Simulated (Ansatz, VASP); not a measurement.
## C: VASP beside Ansatz

```
C
1.0
     4.26940    0.00000    0.00000
     0.00000    2.46492    0.00000
    -1.21624    0.00000    3.37395
C
4
Direct
  0.83340 0.00000 0.00022
  0.66660 0.50000 0.99978
  0.33340 0.50000 0.00022
  0.16660 0.00000 0.99978
```

Change from the starting cell: shear of c along a, cell held, atoms relaxed: +6.0 %.

Alike in both runs: task relaxation of the atoms; functional PBE; dispersion D3(BJ); k mesh 8 × 12 × 8; occupations gaussian, width 0.02 eV; no spin polarisation.

|  | VASP | Ansatz |
| --- | --- | --- |
| version | VASP 6.6.1 | Ansatz 0.2.0 |
| potentials or method | VASP PAW PBE potentials, release 64 (C), cutoff 520 eV | scalar-relativistic, plane waves, PAW |
| valence electrons in the cell | 16 | 16 |

|  | VASP | Ansatz | Ansatz less VASP |
| --- | --- | --- | --- |
| gap on the k mesh at the Fermi level, each at its own relaxed structure (eV) | 0.29 | 0.29 | 0.000 |

Ansatz's warnings: stress scf threshold loose.

Noted on VASP's run: the relaxation stopped at its first step, so nothing moved.
